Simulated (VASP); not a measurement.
Write the native input for VASP 6.6.1 that does the following.

| Property | Result |
| --- | --- |
| Task | single point |
| Functional | LDA |
| Potentials or basis | VASP PAW LDA potentials, release 64 (Se) |
| Cutoff | 520 eV |
| k mesh | 13 × 13 × 13 |
| Occupations | fermi-dirac, width 0.08 eV |
| Spin | no spin polarisation |
| Dipole correction | no |
| Further INCAR settings | ALGO = Normal; EDIFF = 1e-07; NBANDS = 9 |

The structure of Se lies in POSCAR:

```
Se
1.0
    2.1220834487      0.0000000000      0.0000000000
    0.0000000000      2.1220834487      0.0000000000
    0.0000000000      0.0000000000      2.1220834487
Se
1
Direct
    0.0000000000      0.0000000000      0.0000000000
```

This cell differs from its parent crystal: volume scaled by 0.45.

One way to write it, as run:

INCAR

```
SYSTEM = Se
  PREC = Accurate
  ENCUT = 520
  EDIFF = 1E-7
  ISMEAR = -1
  SIGMA = 0.08
  LREAL = .FALSE.
  LASPH = .TRUE.
  NELM = 100
  ALGO = Normal
  ISIF = 2
  LWAVE = .FALSE.
  LCHARG = .TRUE.
  LELF = .TRUE.
  LVHAR = .TRUE.
  NBANDS = 9
```

KPOINTS

```
regular mesh
0
G
  13 13 13
  0 0 0
```

Potentials or basis: VASP PAW LDA potentials, release 64 (Se).

The run is started by

```bash
$ cat potpaw_LDA.64/Se/POTCAR > POTCAR
$ mpirun -np 1 vasp_std > vasp.out
```

It gave:

```
Pressure               : 326.7 GPa
Band gap on the k mesh : zero (band 3 reaches 28.49 eV, above the bottom of band 4 at 16.18 eV)
```

Wall time 3.2 s on 1 thread of Intel(R) Xeon(R) 6975P-C (Granite Rapids) (shared host), peak memory 0.11 GiB.
